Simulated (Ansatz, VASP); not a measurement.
# Ag: VASP beside Ansatz

```
Ag
1.0
     0.00000    2.05217    2.05217
     2.05217    0.00000    2.05217
     2.05217    2.05217    0.00000
Ag
1
Direct
  0.00000 0.00000 0.00000
```

Alike in both runs: functional r2SCAN; k mesh 24 × 24 × 24; occupations fermi-dirac, width 0.08 eV; no spin polarisation.

Ansatz relaxed the structure, and its values are those at the end. VASP's run is a single point on that final structure, the one shown.

|  | VASP | Ansatz |
| --- | --- | --- |
| version | VASP 6.6.1 | Ansatz 0.2.0 |
| potentials or method | VASP PAW PBE potentials, release 64 (Ag) | PAW with Ansatz's default frozen-core files, scalar-relativistic |
| plane-wave cutoff (eV) | 520 | 500 |
| valence electrons in the cell | 11 | 19 |

```csv
,VASP,Ansatz,Ansatz less VASP
pressure (GPa),0.1,0.0,-0.13
```

VASP's potentials were made for PBE, not for r2SCAN. VASP's potentials hold 11 valence electrons a cell and Ansatz's 19, so a difference there can come from the potentials and not from the codes.
